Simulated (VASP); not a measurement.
## SrAl2O2: relaxation of cell and atoms with PBE

Crystal: SrAl2O2.

```xyz
5
Lattice="4.2670 0.0000 0.0000 -2.1335 3.6953 0.0000 0.0000 0.0000 6.2354" Properties=species:S:1:pos:R:3 pbc="T T T"
Sr    0.0000    0.0000    3.1177
Al    0.0000    2.4636    4.4551
Al    2.1335    1.2318    1.7804
O     0.0000    2.4636    0.7918
O     2.1335    1.2318    5.4436
```

```
Program                : VASP 6.6.1
Task                   : relaxation of cell and atoms
Functional             : PBE
Potentials or basis    : VASP PAW PBE potentials, release 64 (Sr_sv, Al, O)
Cutoff                 : 600 eV
k mesh                 : 6 × 6 × 4
Occupations            : gaussian, width 0.1 eV
Spin                   : no spin polarisation
Dipole correction      : no
Further INCAR settings : ALGO = Normal; EDIFF = 1e-06; IBRION = 2; EDIFFG = -0.04; NSW = 90; ISIF = 3
```

- Relaxed volume: 16.90 Å³/atom
- Relaxed cell: a = 3.513 Å, b = 3.513 Å, c = 7.909 Å, α = 90.00°, β = 90.00°, γ = 120.00°
- Space group after relaxing (to 0.05 Å): P-3m1 (No. 164)
- Energy gained by relaxing: 1563.8 meV/atom
- Ionic steps: 36
- Pressure after relaxing: -0.1 GPa
- Largest force after relaxing: 0.030 eV/Å
- Band gap on the k mesh: zero (band 14 reaches 5.60 eV, above the bottom of band 15 at 4.95 eV)

Forces in eV/Å, atoms in the order of the input:
```
Sr   0.000  0.000  0.000
Al   0.000  0.000 -0.030
Al   0.000  0.000  0.030
O    0.000  0.000  0.014
O    0.000  0.000 -0.014
```

Step by step:
| step | energy change (eV) | largest force (eV/Å) | pressure (GPa) | volume (Å³) |
| --- | --- | --- | --- | --- |
| 1 | 0.0000 | 5.5589 | -4.22 | 98.32 |
| 2 | -3.4402 | 5.1650 | -4.04 | 90.93 |
| 3 | 12.2383 | 48.8617 | 114.19 | 68.66 |
| 4 | -1.8588 | 5.7422 | -1.89 | 88.74 |
| 5 | -4.9039 | 1.9336 | 11.02 | 78.72 |
| 6 | -4.8750 | 0.9593 | 13.97 | 77.82 |
| 7 | -6.1719 | 0.7953 | 2.26 | 94.38 |
| 8 | -6.1769 | 0.9346 | 1.41 | 96.49 |
| 9 | -6.1067 | 1.9104 | -5.42 | 98.34 |
| 10 | -6.2707 | 0.9177 | -2.07 | 97.25 |
| 11 | -6.4569 | 1.0359 | -1.29 | 93.77 |
| 12 | -6.8593 | 1.2628 | 4.12 | 82.61 |
| 13 | -4.8672 | 2.1268 | 52.04 | 58.55 |
| 14 | -6.9672 | 0.9846 | 8.02 | 78.74 |
| 15 | -6.8769 | 0.9027 | 14.12 | 73.69 |
| 16 | -6.9083 | 0.9252 | 14.21 | 73.53 |
| 17 | -6.9932 | 0.9522 | 14.61 | 72.98 |
| 18 | -7.1223 | 0.8246 | 15.63 | 71.67 |
| 19 | -7.0469 | 0.7952 | 18.59 | 68.26 |
| 20 | -7.1826 | 0.2276 | 16.70 | 70.12 |
| 21 | -7.1356 | 0.3333 | 17.67 | 69.07 |
| 22 | -7.3269 | 0.4322 | 13.36 | 70.96 |
| 23 | -7.5595 | 0.9682 | 3.44 | 76.38 |
| 24 | -7.5607 | 1.0048 | 2.78 | 76.81 |
| 25 | -7.6056 | 0.8467 | 2.49 | 77.27 |
| 26 | -7.6909 | 0.3931 | 1.71 | 78.66 |
| 27 | -7.6736 | 1.1862 | 0.52 | 81.45 |
| 28 | -7.7111 | 0.6526 | 1.10 | 79.94 |
| 29 | -7.7433 | 0.5774 | 0.45 | 80.91 |
| 30 | -7.8045 | 0.3017 | -0.85 | 83.80 |
| 31 | -7.7354 | 0.7065 | -1.02 | 89.52 |
| 32 | -7.8131 | 0.1638 | -1.19 | 85.01 |
| 33 | -7.8139 | 0.1077 | -1.26 | 85.42 |
| 34 | -7.8173 | 0.1412 | 0.47 | 84.28 |
| 35 | -7.8189 | 0.0475 | -0.18 | 84.69 |
| 36 | -7.8192 | 0.0298 | -0.11 | 84.52 |

Final structure:
```
Sr Al O
1.0
     3.51288    0.00000    0.00000
    -1.75644    3.04224    0.00000
     0.00000    0.00000    7.90868
Sr Al O
1 2 2
Direct
  0.00000 0.00000 0.50000
  0.33333 0.66667 0.85385
  0.66667 0.33333 0.14615
  0.33333 0.66667 0.09741
  0.66667 0.33333 0.90259
```

Levels at points of the mesh, in eV from the Fermi level:
| k point | band 10 | band 11 | band 12 | band 13 | band 14 | band 15 | band 16 | band 17 | band 18 |
| --- | --- | --- | --- | --- | --- | --- | --- | --- | --- |
| (0.00, 0.00, 0.00) | -6.11 | -4.66 | -4.66 | -3.71 | -0.73 | -0.52 | 3.26 | 3.26 | 3.55 |
| (0.50, 0.00, 0.00) | -5.18 | -4.94 | -4.60 | -1.49 | 0.14 | 0.19 | 1.61 | 1.87 | 3.49 |
| (0.00, 0.00, 0.50) | -6.11 | -4.66 | -4.66 | -2.62 | -2.59 | 0.41 | 3.20 | 3.23 | 3.23 |
| (0.50, 0.00, 0.50) | -5.10 | -5.04 | -4.59 | -1.16 | -0.14 | -0.13 | 1.34 | 2.44 | 3.84 |

Run time: 9.7 min on 1 thread of Intel(R) Xeon(R) 6975P-C (Granite Rapids), with other jobs on the host, peak memory 0.29 GiB.
